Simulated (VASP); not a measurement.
Crystal: LiHf3Si.

```
Li Hf Si
1.0
     4.17456    0.00000    0.00000
     0.00000    4.17456    0.00000
     0.00000    0.00000    4.22687
Li Hf Si
1 3 1
Cartesian
  0.0000 0.0000 0.0000
  2.0873 2.0873 4.1212
  0.0000 2.0873 2.0500
  2.0873 0.0000 2.0500
  2.0873 2.0873 2.1768
```

| Quantity | Value |
| --- | --- |
| Program | VASP 6.6.1 |
| Task | relaxation of cell and atoms |
| Functional | PBE |
| Potentials or basis | VASP PAW PBE potentials, release 64 (Li_sv, Hf_pv, Si) |
| Cutoff | 600 eV |
| k mesh | 4 × 4 × 4 |
| Occupations | gaussian, width 0.1 eV |
| Spin | no spin polarisation |

At the start: pressure 94.7 GPa; volume 14.73 Å³/atom.

**Question.** How do energy, volume and symmetry change on relaxing?

**Answer.** Over 36 steps the energy falls by 2098.1 meV/atom and the volume is 24.26 Å³/atom (+64.6 %); space group P4mm (No. 99, to 0.1 Å) before and after.

The path:
```csv
step,energy change (eV),largest force (eV/Å),pressure (GPa),volume (Å³)
1,0.0000,10.7375,94.71,73.66
2,-0.2274,16.3935,-4.12,210.97
3,-8.1745,11.7524,9.51,116.56
4,-6.1084,1.3966,-13.06,180.89
5,-9.9217,0.9909,-7.36,135.90
6,-10.0266,1.6585,-5.80,132.49
7,-10.0588,2.4791,-3.96,129.16
8,-10.3926,0.8690,2.43,117.64
9,-10.3939,0.9925,2.01,118.22
10,-10.4213,0.7225,-0.30,121.24
11,-10.4307,0.2017,0.41,120.21
12,-10.4325,0.1014,-0.11,120.98
13,-10.4325,0.0974,-0.10,120.96
14,-10.4333,0.1030,-0.09,120.95
15,-10.4356,0.1196,-0.06,120.92
16,-10.4403,0.1509,0.00,120.85
17,-10.4495,0.2047,0.12,120.73
18,-10.4605,0.2657,0.41,120.48
19,-10.4609,0.2620,0.41,120.49
20,-10.4618,0.2512,0.40,120.51
21,-10.4635,0.2296,0.38,120.54
22,-10.4666,0.1888,0.35,120.61
23,-10.4710,0.1544,0.29,120.75
24,-10.4705,0.1558,0.21,121.02
25,-10.4725,0.1413,0.25,120.87
26,-10.4754,0.1342,0.19,120.95
27,-10.4811,0.1294,0.01,121.19
28,-10.4793,0.1426,-0.30,121.67
29,-10.4825,0.1257,-0.12,121.38
30,-10.4829,0.1223,-0.07,121.31
31,-10.4840,0.1123,0.09,121.11
32,-10.4850,0.1163,0.42,120.69
33,-10.4853,0.1107,0.40,120.72
34,-10.4864,0.0940,0.35,120.80
35,-10.4881,0.0656,0.26,120.96
36,-10.4904,0.0349,0.08,121.28
```

Final structure:
```
Li Hf Si
1.0
     4.89586    0.00000    0.00000
     0.00000    4.89586    0.00000
     0.00000    0.00000    5.05981
Li Hf Si
1 3 1
Cartesian
  0.0000 0.0000 4.9537
  2.4479 2.4479 0.2369
  0.0000 2.4479 2.2402
  2.4479 0.0000 2.2402
  2.4479 2.4479 2.7760
```

Caveat: the k points lie up to 0.32 Å⁻¹ apart in the final cell, too coarse for converged energies and pressures of a metal; the cutoff is under 1.25 times the usual one of these potentials, so pressure, stress and relaxed cells hold a basis-set (Pulay) error; the volume moved by over 15 % at a fixed basis, so the end points are rough.
